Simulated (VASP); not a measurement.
# NbAs (F-43m) in VASP: notebook

NbAs is run at these levels: PBEsol; tasks: relaxation of cell and atoms, single point.

Everything below comes from runs of VASP 6.6.1. Logs are shortened: lines on timing, memory, paths and dates and some standing lists are left out, and cuts for length are marked.

**1. The cell of the first run**

The structure is cubic, space group F-43m (No. 216). Conventional cell: a = 5.750 Å, b = 5.750 Å, c = 5.750 Å, α = 90.00°, β = 90.00°, γ = 90.00°. Within 3.3 Å of Nb (site symmetry -43m) lie 4 As at 2.49 Å. Within 3.3 Å of As (site symmetry -43m) lie 4 Nb at 2.49 Å.

**2. Relaxation of cell and atoms, PBEsol**

Input file INCAR:

```
SYSTEM = NbAs
ALGO = Normal
EDIFF = 1E-7
EDIFFG = -0.01
ENCUT = 600
GGA = PS
IBRION = 2
ISIF = 3
ISMEAR = 0
LASPH = .True.
LCHARG = .False.
LREAL = .False.
LWAVE = .False.
NELM = 60
NSW = 100
PREC = Accurate
SIGMA = 0.1
```

Input file KPOINTS:

```
k-points
0
Gamma
  12 12 12
  0 0 0
```

Input file POSCAR:

```
NbAs
1.0
    0.0000000000      2.8751886200      2.8751886200
    2.8751886200      0.0000000000      2.8751886200
    2.8751886200      2.8751886200      0.0000000000
Nb As
1 1
Direct
    0.0000000000      0.0000000000      0.0000000000
    0.2500000000      0.2500000000      0.2500000000
```

Potentials or basis: VASP PAW PBE potentials, release 64 (Nb_sv, As).

Command:

```
> cat potpaw_PBE.64/Nb_sv/POTCAR potpaw_PBE.64/As/POTCAR > POTCAR
> mpirun -np 1 vasp_std > vasp.out
```

OUTCAR:

```text
SYSTEM = NbAs
   EDIFF = 1E-7
   EDIFFG = -0.01
   ENCUT = 600
   GGA = PS
   IBRION = 2
   ISIF = 3
   ISMEAR = 0
   LASPH = .True.
   LREAL = .False.
   NELM = 60
   NSW = 100
   PREC = Accurate

 ion  position               nearest neighbor table
   1  0.000  0.000  0.000-   2 2.49   2 2.49   2 2.49   2 2.49
   2  0.250  0.250  0.250-   1 2.49   1 2.49   1 2.49   1 2.49

  LATTYP: Found a face centered cubic cell.
 ALAT       =     5.7503772400

  Lattice vectors:

 A1 = (   0.0000000000,   2.8751886200,   2.8751886200)
 A2 = (   2.8751886200,   0.0000000000,   2.8751886200)
 A3 = (   2.8751886200,   2.8751886200,   0.0000000000)

Analysis of symmetry for initial positions (statically):
=====================================================================
 Subroutine PRICEL returns:
 Original cell was already a primitive cell.

 Routine SETGRP: Setting up the symmetry group for a
 face centered cubic supercell.

 Subroutine GETGRP returns: Found 24 space group operations
 (whereof 24 operations were pure point group operations)
 out of a pool of 48 trial point group operations.

The static configuration has the point symmetry T_d .

Analysis of symmetry for dynamics (positions and initial velocities):
=====================================================================
 Subroutine PRICEL returns:
 Original cell was already a primitive cell.

 Routine SETGRP: Setting up the symmetry group for a
 face centered cubic supercell.

 Subroutine GETGRP returns: Found 24 space group operations
 (whereof 24 operations were pure point group operations)
 out of a pool of 48 trial point group operations.

The dynamic configuration has the point symmetry T_d .

 Subroutine INISYM returns: Found 24 space group operations
 (whereof 24 operations are pure point group operations),
 and found     1 'primitive' translations

----------------------------------------------------------------------------------------

                                     Primitive cell

  volume of cell :      47.5367

  direct lattice vectors                    reciprocal lattice vectors
     0.000000000  2.875188620  2.875188620    -0.173901634  0.173901634  0.173901634
     2.875188620  0.000000000  2.875188620     0.173901634 -0.173901634  0.173901634
     2.875188620  2.875188620  0.000000000     0.173901634  0.173901634 -0.173901634

  length of vectors
     4.066130741  4.066130741  4.066130741     0.301206466  0.301206466  0.301206466

  position of ions in fractional coordinates (direct lattice)
     0.000000000  0.000000000  0.000000000
     0.250000000  0.250000000  0.250000000

  ion indices of the primitive-cell ions
   primitive index   ion index
                 1           1
                 2           2

----------------------------------------------------------------------------------------

 KPOINTS: k-points

Automatic generation of k-mesh.
 Grid dimensions read from file:
 generate k-points for:   12   12   12

 Generating k-lattice:

  Cartesian coordinates                     Fractional coordinates (reciprocal lattice)
    -0.014491803  0.014491803  0.014491803     0.083333333  0.000000000  0.000000000
     0.014491803 -0.014491803  0.014491803     0.000000000  0.083333333  0.000000000
     0.014491803  0.014491803 -0.014491803     0.000000000  0.000000000  0.083333333

  Length of vectors
     0.025100539  0.025100539  0.025100539

  Shift w.r.t. Gamma in fractional coordinates (k-lattice)
     0.000000000  0.000000000  0.000000000

 Subroutine IBZKPT returns following result:
 ===========================================

 Found     72 irreducible k-points:

 Following reciprocal coordinates:
            Coordinates               Weight
  0.000000  0.000000  0.000000      1.000000
  0.083333  0.000000  0.000000      8.000000
  0.166667  0.000000  0.000000      8.000000
  0.250000  0.000000  0.000000      8.000000
  0.333333  0.000000  0.000000      8.000000
  0.416667  0.000000  0.000000      8.000000
[... 16 lines left out ...]
  0.500000  0.166667  0.000000     24.000000
 -0.416667  0.166667  0.000000     24.000000
 [... further k-points ...]
   k-points           NKPTS =     72   k-points in BZ     NKDIM =     72   number of bands    NBANDS=     13
   number of dos      NEDOS =    301   number of ions     NIONS =      2
   total plane-waves  NPLWV =  32768
   dimension x,y,z NGX =    32 NGY =   32 NGZ =   32
   dimension x,y,z NGXF=    64 NGYF=   64 NGZF=   64
   ions per type =               1   1
   NGX,Y,Z   is equivalent  to a cutoff of  13.08, 13.08, 13.08 a.u.
   NGXF,Y,Z  is equivalent  to a cutoff of  26.17, 26.17, 26.17 a.u.
 SYSTEM =  NbAs
   PREC   = accura    normal or accurate (medium, high low for compatibility)
   ISTART =      0    job   : 0-new  1-cont  2-samecut
   ICHARG =      2    charge: 1-file 2-atom 10-const
   ISPIN  =      1    spin polarized calculation?
   LNONCOLLINEAR =      F non collinear calculations
   LSORBIT =      F    spin-orbit coupling
   LASPH  =      T    aspherical Exc in radial PAW
   ENCUT  =  600.0 eV  44.10 Ry    6.64 a.u.   8.12  8.12  8.12*2*pi/ulx,y,z
   NELM   =     60;   NELMIN=  2; NELMDL= -5     # of ELM steps
   EDIFF  = 0.1E-06   stopping-criterion for ELM
   LREAL  =      F    real-space projection
   EDIFFG = -.1E-01   stopping-criterion for IOM
   NSW    =    100    number of steps for IOM
   IBRION =      2    ionic relax: 0-MD 1-quasi-New 2-CG
   NFREE  =      1    steps in history (QN), initial steepest desc. (CG)
   ISIF   =      3    stress and relaxation
   ISYM   =      2    0-nonsym 1-usesym 2-fastsym
   POTIM  = 0.5000    time-step for ionic-motion
   TEBEG  =    0.0;   TEEND  =   0.0 temperature during run
   PSTRESS=    0.0 pullay stress
   NELECT =      18.0000    total number of electrons
   NUPDOWN=      -1.0000    fix difference up-down
   EMIN   =  10.00;   EMAX   =-10.00  energy-range for DOS
   EFERMI =   0.00;   METHOD = LEGACY
   ISMEAR =     0;   SIGMA  =   0.10  broadening in eV -4-tet -1-fermi 0-gaus
   EFERMI_NEDOS =   21; number of points for ismear=-14 and -15
   IALGO  =     38    algorithm
   IMIX   =      4    mixing-type and parameters
     AMIX     =   0.40;   BMIX     =  1.00
     AMIX_MAG =   1.60;   BMIX_MAG =  1.00
  volume/ion in A,a.u.               =      23.77       160.40
  Fermi-wavevector in a.u.,A,eV,Ry     =   1.184375  2.238145 19.085501  1.402745
  Thomas-Fermi vector in A             =   2.320591
   LORBIT       =      0    0 simple, 1 ext, 2 COOP (PROOUT), +10 PAW based schemes
   GGA     = PS    functional components
   LHFCALC =     F    Hartree Fock is set to
   AEXX    =    0.0000 exact exchange contribution
   IVDW    =     0    specifies the selected vdW correction
   LEPSILON=     F    determine dielectric tensor
   LRPA    =     F    only Hartree local field effects (RPA)
 conjugate gradient relaxation of ions
 non-spin polarized calculation
 Gauss-broadening in eV      SIGMA  =   0.10
  energy-cutoff  :      600.00
  volume of cell :       47.54
 maximum number of plane-waves:      1604
   NGX = 17   NGY = 17   NGZ = 17

--------------------------------------- Ionic step        1  -------------------------------------------

 number of electron      17.9999999 magnetization

 Free energy of the ion-electron system (eV)
  ---------------------------------------------------
  ext. energy  EPLUGINS =         0.00000000
  ---------------------------------------------------
  free energy    TOTEN  =       -15.33553027 eV

  energy without entropy =      -15.32277331  energy(sigma->0) =      -15.32915179

------------------------ aborting loop because EDIFF is reached ----------------------------------------

  FORCE on cell =-STRESS in cart. coord.  units (eV):
  Direction    XX          YY          ZZ          XY          YZ          ZX
  --------------------------------------------------------------------------------------
  -------------------------------------------------------------------------------------
  Total       -0.0395326     -0.0395326     -0.0395326     -0.0000000     -0.0000000      0.0000000
  in kB       -1.3324064     -1.3324064     -1.3324064     -0.0000000     -0.0000000      0.0000000
  external PRESSURE =      -1.3324064 kB  Pullay stress =       0.0000000 kB

 VOLUME and BASIS-vectors are now :
 -----------------------------------------------------------------------------
  energy-cutoff  :      600.00
  volume of cell :       47.54
      direct lattice vectors                 reciprocal lattice vectors
     0.000000000  2.875188620  2.875188620    -0.173901634  0.173901634  0.173901634
     2.875188620  0.000000000  2.875188620     0.173901634 -0.173901634  0.173901634
     2.875188620  2.875188620  0.000000000     0.173901634  0.173901634 -0.173901634
[... 37 lines left out ...]
 POSITION                                       TOTAL-FORCE (eV/Angst)
 -----------------------------------------------------------------------------------
      2.87245      5.74489      2.87245        -0.000000     -0.000000     -0.000000
      1.43622      1.43622      1.43622         0.000000      0.000000      0.000000
 -----------------------------------------------------------------------------------
    total drift:                                0.000000      0.000000      0.000000

  FREE ENERGIE OF THE ION-ELECTRON SYSTEM (eV)
  ---------------------------------------------------
  free  energy   TOTEN  =       -15.3355150150 eV

  energy  without entropy=      -15.3228481003  energy(sigma->0) =      -15.32918156

--------------------------------------- Ionic step        3  -------------------------------------------

 number of electron      17.9999999 magnetization

 Free energy of the ion-electron system (eV)
  ---------------------------------------------------
  ext. energy  EPLUGINS =         0.00000000
  ---------------------------------------------------
  free energy    TOTEN  =       -15.33555400 eV

  energy without entropy =      -15.32283603  energy(sigma->0) =      -15.32919501

 E-fermi :   6.0299     XC(G=0): -10.2243

 val. band max:        6.0257867276   @ k =   0.4167   0.0833   0.0000
 cond. band min:       6.0350329360   @ k =   0.0000   0.0000   0.0000
 fundamental gap:      0.0092462084
 Fermi energy:         6.0299068834

 k-point     1 :       0.0000    0.0000    0.0000
  band No.  band energies     occupation
      1     -49.2935      2.00000
      2     -25.3956      2.00000
      3     -25.3956      2.00000
      4     -25.3956      2.00000
      5      -5.8376      2.00000
      6       2.5020      2.00000
      7       2.5020      2.00000
      8       2.5020      2.00000
      9       6.0350      0.94221
     10       6.0350      0.94221
     11       8.3322      0.00000
     12      11.7317      0.00000
     13      11.7317      0.00000

 k-point     2 :       0.0833    0.0000    0.0000
  band No.  band energies     occupation
      1     -49.2932      2.00000
      2     -25.4010      2.00000
      3     -25.3964      2.00000
      4     -25.3964      2.00000
      5      -5.7798      2.00000
      6       2.3975      2.00000
      7       2.5388      2.00000
      8       2.5388      2.00000
      9       6.0035      1.29149
     10       6.0035      1.29149
     11       8.5715      0.00000
[... 339 lines left out ...]
 k-point    24 :      -0.4167    0.1667    0.0000
  band No.  band energies     occupation
      1     -49.2886      2.00000
      2     -25.4696      2.00000
      3     -25.4205      2.00000
      4     -25.4103      2.00000
      5      -4.8263      2.00000
      6       1.9514      2.00000
      7       2.6780      2.00000
      8       3.1096      2.00000
      9       5.9861      1.46471
     10       6.1937      0.02054
     11       6.8148      0.00000
     12       8.8649      0.00000
     13       9.4367      0.00000

 [... further k-points ...]

------------------------ aborting loop because EDIFF is reached ----------------------------------------

  FORCE on cell =-STRESS in cart. coord.  units (eV):
  Direction    XX          YY          ZZ          XY          YZ          ZX
  --------------------------------------------------------------------------------------
  -------------------------------------------------------------------------------------
  Total        0.0005360      0.0005360      0.0005360      0.0000000     -0.0000000      0.0000000
  in kB        0.0180882      0.0180882      0.0180882      0.0000000     -0.0000000      0.0000000
  external PRESSURE =       0.0180882 kB  Pullay stress =       0.0000000 kB

 VOLUME and BASIS-vectors are now :
 -----------------------------------------------------------------------------
  energy-cutoff  :      600.00
  volume of cell :       47.48
      direct lattice vectors                 reciprocal lattice vectors
    -0.000000000  2.873990816  2.873990816    -0.173974112  0.173974112  0.173974112
     2.873990816 -0.000000000  2.873990816     0.173974112 -0.173974112  0.173974112
     2.873990816  2.873990816 -0.000000000     0.173974112  0.173974112 -0.173974112

 POSITION                                       TOTAL-FORCE (eV/Angst)
 -----------------------------------------------------------------------------------
      0.00000     -0.00000      0.00000        -0.000000     -0.000000     -0.000000
      1.43700      1.43700      1.43700         0.000000      0.000000      0.000000
 -----------------------------------------------------------------------------------
    total drift:                                0.000000      0.000000      0.000000

  FREE ENERGIE OF THE ION-ELECTRON SYSTEM (eV)
  ---------------------------------------------------
  free  energy   TOTEN  =       -15.3355539990 eV

  energy  without entropy=      -15.3228360266  energy(sigma->0) =      -15.32919501

 reached required accuracy - stopping structural energy minimisation
```

It took 40 s on 1 thread of Intel Xeon 6975P-C (Granite Rapids), shared host; peak memory 0.22 GiB.

What came out:

```
Free energy                            : -15.3356 eV
Relaxed volume                         : 23.74 Å³/atom
Relaxed cell                           : a = 4.064 Å, b = 4.064 Å, c = 4.064 Å, α = 60.00°, β = 60.00°, γ = 60.00°
Space group after relaxing (to 0.05 Å) : F-43m (No. 216)
Energy gained by relaxing              : 0.0 meV/atom
Ionic steps                            : 3
Pressure after relaxing                : 0.0 GPa
Band gap on the k mesh                 : zero (band 9 reaches 6.42 eV, above the bottom of band 10 at 5.92 eV)
```

Final structure:
```
Nb As
1.0
     0.00000    2.87399    2.87399
     2.87399    0.00000    2.87399
     2.87399    2.87399    0.00000
Nb As
1 1
Direct
  0.00000 0.00000 0.00000
  0.25000 0.25000 0.25000
```

Levels at points of the mesh, in eV from the Fermi level:
```tsv
k point	band 6	band 7	band 8	band 9	band 10	band 11	band 12	band 13
(0.00, 0.00, 0.00)	-3.53	-3.53	-3.53	0.01	0.01	2.30	5.70	5.70
(0.50, 0.00, 0.00)	-4.27	-3.12	-3.12	0.39	0.39	0.66	3.37	3.37
(0.50, 0.50, 0.00)	-4.84	-2.10	-2.10	-1.09	0.80	0.88	1.43	1.43
```

Caveat: the PAW data sets were made with another functional, which shifts forces and pressure a little.

[end of part 1 of 2]
